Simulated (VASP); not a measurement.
# Al (I4/mmm) in VASP: a series of runs

Runs on Al. Level: LDA. Tasks: single point.

All numbers are computed with VASP 6.6.1; they aren't measurements. Logs are shortened: lines on timing, memory, paths and dates and some standing lists are left out, and cuts for length are marked.

## 1. The cell of the first run

The structure is tetragonal, space group I4/mmm (No. 139). Conventional cell: a = 3.291 Å, b = 3.291 Å, c = 2.835 Å, α = 90.00°, β = 90.00°, γ = 90.00°. Within 3.6 Å of Al (site symmetry 4/mmm) lie 14 Al at 2.72 to 3.29 Å.

## 2. Single point, LDA (15.35 Å³/atom)

Contents of INCAR:

```
PREC = Accurate
ENCUT = 520
EDIFF = 1E-6
ISMEAR = 0
SIGMA = 0.15
LREAL = False
LASPH = True
NELM = 60
ALGO = Fast
ISIF = 2
LWAVE = False
LCHARG = True
GGA = CA
LELF = True
LVHAR = True
NBANDS = 8
```

Contents of KPOINTS:

```
Automatic mesh
0
Gamma
  22 22 22
```

Contents of POSCAR:

```
Al
1.0
   -1.6456712390      1.6456712390      1.4172520710
    1.6456712390     -1.6456712390      1.4172520710
    1.6456712390      1.6456712390     -1.4172520710
Al
1
Direct
    0.0000000000      0.0000000000      0.0000000000
```

Potentials or basis: VASP PAW LDA potentials, release 64 (Al).

On the command line:

```sh
$ cat potpaw_LDA.64/Al/POTCAR > POTCAR
$ mpirun -np 1 vasp_std > vasp.out
```

OUTCAR:

```text
PREC = Accurate
   ENCUT = 520
   EDIFF = 1E-6
   ISMEAR = 0
   LREAL = False
   LASPH = True
   NELM = 60
   ISIF = 2
   GGA = CA

 ion  position               nearest neighbor table
   1  0.000  0.000  0.000-

  LATTYP: Found a body centered tetragonal cell.
 ALAT       =     3.2913424780
 C/A-ratio  =     0.8612000000

  Lattice vectors:

 A1 = (  -1.6456712390,   1.6456712390,   1.4172520710)
 A2 = (   1.6456712390,  -1.6456712390,   1.4172520710)
 A3 = (   1.6456712390,   1.6456712390,  -1.4172520710)

Analysis of symmetry for initial positions (statically):
=====================================================================
 Subroutine PRICEL returns:
 Original cell was already a primitive cell.

 Routine SETGRP: Setting up the symmetry group for a
 body centered tetragonal supercell.

 Subroutine GETGRP returns: Found 16 space group operations
 (whereof 16 operations were pure point group operations)
 out of a pool of 16 trial point group operations.

The static configuration has the point symmetry D_4h.

Analysis of symmetry for dynamics (positions and initial velocities):
=====================================================================
 Subroutine PRICEL returns:
 Original cell was already a primitive cell.

 Routine SETGRP: Setting up the symmetry group for a
 body centered tetragonal supercell.

 Subroutine GETGRP returns: Found 16 space group operations
 (whereof 16 operations were pure point group operations)
 out of a pool of 16 trial point group operations.

The dynamic configuration has the point symmetry D_4h.

 Subroutine INISYM returns: Found 16 space group operations
 (whereof 16 operations are pure point group operations),
 and found     1 'primitive' translations

----------------------------------------------------------------------------------------

                                     Primitive cell

  volume of cell :      15.3530

  direct lattice vectors                    reciprocal lattice vectors
    -1.645671239  1.645671239  1.417252071     0.000000000  0.303827392  0.352795392
     1.645671239 -1.645671239  1.417252071     0.303827392  0.000000000  0.352795392
     1.645671239  1.645671239 -1.417252071     0.303827392  0.303827392  0.000000000

  length of vectors
     2.724898363  2.724898363  2.724898363     0.465591744  0.465591744  0.429676818

  position of ions in fractional coordinates (direct lattice)
     0.000000000  0.000000000  0.000000000

  ion indices of the primitive-cell ions
   primitive index   ion index
                 1           1

----------------------------------------------------------------------------------------

 KPOINTS: Automatic mesh

Automatic generation of k-mesh.
 Grid dimensions read from file:
 generate k-points for:   22   22   22

 Generating k-lattice:

  Cartesian coordinates                     Fractional coordinates (reciprocal lattice)
     0.000000000  0.013810336  0.016036154     0.045454545  0.000000000 -0.000000000
     0.013810336  0.000000000  0.016036154     0.000000000  0.045454545 -0.000000000
     0.013810336  0.013810336  0.000000000     0.000000000  0.000000000  0.045454545

  Length of vectors
     0.021163261  0.021163261  0.019530764

  Shift w.r.t. Gamma in fractional coordinates (k-lattice)
     0.000000000  0.000000000  0.000000000

 Subroutine IBZKPT returns following result:
 ===========================================

 Found    834 irreducible k-points:

 Following reciprocal coordinates:
            Coordinates               Weight
  0.000000  0.000000  0.000000      1.000000
  0.045455  0.000000 -0.000000      8.000000
  0.090909  0.000000 -0.000000      8.000000
  0.136364  0.000000  0.000000      8.000000
  0.181818  0.000000 -0.000000      8.000000
  0.227273  0.000000 -0.000000      8.000000
[... 16 lines left out ...]
  0.500000  0.045455  0.000000     16.000000
 -0.454545  0.045455  0.000000     16.000000
 [... further k-points ...]
   k-points           NKPTS =    834   k-points in BZ     NKDIM =    834   number of bands    NBANDS=      8
   number of dos      NEDOS =    301   number of ions     NIONS =      1
   total plane-waves  NPLWV =   8000
   dimension x,y,z NGX =    20 NGY =   20 NGZ =   20
   dimension x,y,z NGXF=    40 NGYF=   40 NGZF=   40
   ions per type =               1
   NGX,Y,Z   is equivalent  to a cutoff of  12.20, 12.20, 12.20 a.u.
   NGXF,Y,Z  is equivalent  to a cutoff of  24.40, 24.40, 24.40 a.u.
 SYSTEM =  unknown system
   PREC   = accura    normal or accurate (medium, high low for compatibility)
   ISTART =      0    job   : 0-new  1-cont  2-samecut
   ICHARG =      2    charge: 1-file 2-atom 10-const
   ISPIN  =      1    spin polarized calculation?
   LNONCOLLINEAR =      F non collinear calculations
   LSORBIT =      F    spin-orbit coupling
   LASPH  =      T    aspherical Exc in radial PAW
   ENCUT  =  520.0 eV  38.22 Ry    6.18 a.u.   5.07  5.07  5.07*2*pi/ulx,y,z
   NELM   =     60;   NELMIN=  2; NELMDL= -5     # of ELM steps
   EDIFF  = 0.1E-05   stopping-criterion for ELM
   LREAL  =      F    real-space projection
   EDIFFG = 0.1E-04   stopping-criterion for IOM
   NSW    =      0    number of steps for IOM
   IBRION =     -1    ionic relax: 0-MD 1-quasi-New 2-CG
   NFREE  =      0    steps in history (QN), initial steepest desc. (CG)
   ISIF   =      2    stress and relaxation
   ISYM   =      2    0-nonsym 1-usesym 2-fastsym
   POTIM  = 0.5000    time-step for ionic-motion
   TEBEG  =    0.0;   TEEND  =   0.0 temperature during run
   PSTRESS=    0.0 pullay stress
   NELECT =       3.0000    total number of electrons
   NUPDOWN=      -1.0000    fix difference up-down
   EMIN   =  10.00;   EMAX   =-10.00  energy-range for DOS
   EFERMI =   0.00;   METHOD = LEGACY
   ISMEAR =     0;   SIGMA  =   0.15  broadening in eV -4-tet -1-fermi 0-gaus
   EFERMI_NEDOS =   21; number of points for ismear=-14 and -15
   IALGO  =     68    algorithm
   IMIX   =      4    mixing-type and parameters
     AMIX     =   0.40;   BMIX     =  1.00
     AMIX_MAG =   1.60;   BMIX_MAG =  1.00
  volume/ion in A,a.u.               =      15.35       103.61
  Fermi-wavevector in a.u.,A,eV,Ry     =   0.949987  1.795214 12.278913  0.902475
  Thomas-Fermi vector in A             =   2.078321
   LORBIT       =      0    0 simple, 1 ext, 2 COOP (PROOUT), +10 PAW based schemes
   GGA     = CA    functional components
   LHFCALC =     F    Hartree Fock is set to
   AEXX    =    0.0000 exact exchange contribution
   IVDW    =     0    specifies the selected vdW correction
   LEPSILON=     F    determine dielectric tensor
   LRPA    =     F    only Hartree local field effects (RPA)
 non-spin polarized calculation
 RMM-DIIS sequential band-by-band and
 Gauss-broadening in eV      SIGMA  =   0.15
  energy-cutoff  :      520.00
  volume of cell :       15.35
 maximum number of plane-waves:       430
   NGX = 11   NGY = 11   NGZ = 11

 number of electron       3.0000000 magnetization

 Free energy of the ion-electron system (eV)
  ---------------------------------------------------
  ext. energy  EPLUGINS =         0.00000000
  ---------------------------------------------------
  free energy    TOTEN  =        -4.09905864 eV

  energy without entropy =       -4.09429174  energy(sigma->0) =       -4.09667519

 E-fermi :   8.5579     XC(G=0): -10.6127

 val. band max:        8.5538003095   @ k =   0.3636   0.3182   0.0000
 cond. band min:       8.5619725381   @ k =   0.4545   0.2273   0.0909
 fundamental gap:      0.0081722285
 Fermi energy:         8.5578502098

 k-point     1 :       0.0000    0.0000    0.0000
  band No.  band energies     occupation
      1      -3.0476      2.00000
      2      19.9271      0.00000
      3      22.5067      0.00000
      4      22.5067      0.00000
      5      23.1917      0.00000
      6      23.8250      0.00000
      7      23.8250      0.00000
      8      25.6031      0.00000

 k-point     2 :       0.0455    0.0000   -0.0000
  band No.  band energies     occupation
      1      -2.9815      2.00000
      2      19.6010      0.00000
      3      21.9663      0.00000
      4      22.7827      0.00000
      5      22.7974      0.00000
      6      23.5766      0.00000
      7      23.8670      0.00000
      8      25.8107      0.00000

 k-point     3 :       0.0909    0.0000   -0.0000
  band No.  band energies     occupation
      1      -2.7833      2.00000
      2      18.9482      0.00000
      3      20.9497      0.00000
      4      21.3368      0.00000
      5      22.2982      0.00000
      6      24.1526      0.00000
      7      24.3571      0.00000
      8      25.7751      0.00000

 k-point     4 :       0.1364    0.0000    0.0000
  band No.  band energies     occupation
      1      -2.4537      2.00000
      2      18.2663      0.00000
      3      19.0191      0.00000
      4      20.5502      0.00000
      5      21.3196      0.00000
      6      24.0531      0.00000
      7      25.3611      0.00000
      8      25.9799      0.00000

 k-point     5 :       0.1818    0.0000   -0.0000
  band No.  band energies     occupation
      1      -1.9938      2.00000
      2      16.9803      0.00000
      3      17.6463      0.00000
      4      19.8968      0.00000
      5      20.3374      0.00000
      6      23.3105      0.00000
      7      26.3502      0.00000
      8      26.7625      0.00000
[... 177 lines left out ...]
 k-point    22 :       0.4545    0.0455    0.0000
  band No.  band energies     occupation
      1       4.0786      2.00000
      2       5.5467      2.00000
      3      15.2320      0.00000
      4      16.4509      0.00000
      5      18.3207      0.00000
      6      20.5311      0.00000
      7      28.3629      0.00000
      8      32.2843      0.00000

 k-point    23 :       0.5000    0.0455    0.0000
  band No.  band energies     occupation
      1       3.9153      2.00000
      2       5.7262      2.00000
      3      15.0655      0.00000
      4      16.6267      0.00000
      5      18.2305      0.00000
      6      20.6519      0.00000
      7      28.9595      0.00000
      8      31.7110      0.00000

 k-point    24 :      -0.4545    0.0455    0.0000
  band No.  band energies     occupation
      1       2.7264      2.00000
      2       7.1581      2.00000
      3      15.0111      0.00000
      4      16.9140      0.00000
      5      18.2412      0.00000
      6      20.9057      0.00000
      7      29.2252      0.00000
      8      31.6336      0.00000

 [... further k-points ...]

------------------------ aborting loop because EDIFF is reached ----------------------------------------

  FORCE on cell =-STRESS in cart. coord.  units (eV):
  Direction    XX          YY          ZZ          XY          YZ          ZX
  --------------------------------------------------------------------------------------
  -------------------------------------------------------------------------------------
  Total        0.5191428      0.5191428      0.3476005      0.0000000      0.0000000      0.0000000
  in kB       54.1756586     54.1756586     36.2741892      0.0000000      0.0000000      0.0000000
  external PRESSURE =      48.2085021 kB  Pullay stress =       0.0000000 kB

 VOLUME and BASIS-vectors are now :
 -----------------------------------------------------------------------------
  energy-cutoff  :      520.00
  volume of cell :       15.35
      direct lattice vectors                 reciprocal lattice vectors
    -1.645671239  1.645671239  1.417252071     0.000000000  0.303827392  0.352795392
     1.645671239 -1.645671239  1.417252071     0.303827392  0.000000000  0.352795392
     1.645671239  1.645671239 -1.417252071     0.303827392  0.303827392  0.000000000

 POSITION                                       TOTAL-FORCE (eV/Angst)
 -----------------------------------------------------------------------------------
      0.00000      0.00000      0.00000        -0.000000      0.000000      0.000000
 -----------------------------------------------------------------------------------
    total drift:                                0.000000      0.000000      0.000000

  FREE ENERGIE OF THE ION-ELECTRON SYSTEM (eV)
  ---------------------------------------------------
  free  energy   TOTEN  =        -4.0990586421 eV

  energy  without entropy=       -4.0942917391  energy(sigma->0) =       -4.09667519
```

Wall time 2.2 min (1 thread of AMD EPYC, shared host); peak memory 0.15 GiB.

Results:

* Free energy: -4.0991 eV
* Pressure: 4.8 GPa
* Band gap on the k mesh: zero (an odd number of electrons rules out a gap without spin polarisation)

Levels at points of the mesh, in eV from the Fermi level:
```tsv
k point	band 1	band 2	band 3	band 4	band 5	band 6
(0.00, 0.00, 0.00)	-11.61	11.37	13.95	13.95	14.63	15.27
(0.50, 0.00, 0.00)	-4.23	-3.36	7.51	7.82	9.29	11.52
(0.50, 0.50, 0.00)	-5.02	-4.90	11.00	11.00	12.87	13.24
(0.50, 0.50, 0.50)	0.61	0.61	2.17	2.39	5.24	7.86
```

Caveat: the cell stands under pressure.

## 3. Single point, LDA (15.35 Å³/atom)

Contents of INCAR:

```
  PREC = Accurate
  ENCUT = 520
  EDIFF = 1E-6
  ISMEAR = 0
  SIGMA = 0.15
  LREAL = F
  LASPH = T
  NELM = 80
  ALGO = Fast
  ISIF = 2
  LWAVE = F
  LCHARG = F
  NBANDS = 8
```

Contents of KPOINTS:

```
regular mesh
0
Gamma
  22 22 22
```

Contents of POSCAR:

```
Al
1.0
   -1.6051973255      1.6051973255      1.4896231180
    1.6051973255     -1.6051973255      1.4896231180
    1.6051973255      1.6051973255     -1.4896231180
Al
1
Direct
    0.0000000000      0.0000000000      0.0000000000
```

Potentials or basis: VASP PAW LDA potentials, release 64 (Al).

On the command line:

```sh
$ cat potpaw_LDA.64/Al/POTCAR > POTCAR
$ mpirun -np 1 vasp_std > vasp.out
```

Run time: 2.2 min. Hardware: 1 thread of AMD EPYC, shared host; peak memory 0.15 GiB.

Results (log left out):

```
Free energy            : -4.0881 eV
Pressure               : 4.6 GPa
Band gap on the k mesh : zero (an odd number of electrons rules out a gap without spin polarisation)
```

Stress tensor (GPa, compression positive):
```
5.32 0.00 0.00
0.00 5.32 0.00
0.00 0.00 3.22
```

Levels at points of the mesh, in eV from the Fermi level:
```csv
k point,band 1,band 2,band 3,band 4
"(0.00, 0.00, 0.00)",-11.59,12.47,14.35,14.35
"(0.50, 0.00, 0.00)",-4.40,-3.68,7.95,8.17
"(0.50, 0.50, 0.00)",-4.79,-4.42,9.64,9.71
"(0.50, 0.50, 0.50)",1.27,1.27,2.55,2.97
```

Caveat: the cell stands under pressure.

(Continued in part 2 of 3.)

The gap in the log of VASP goes by the Fermi energy; the results here count the filled bands.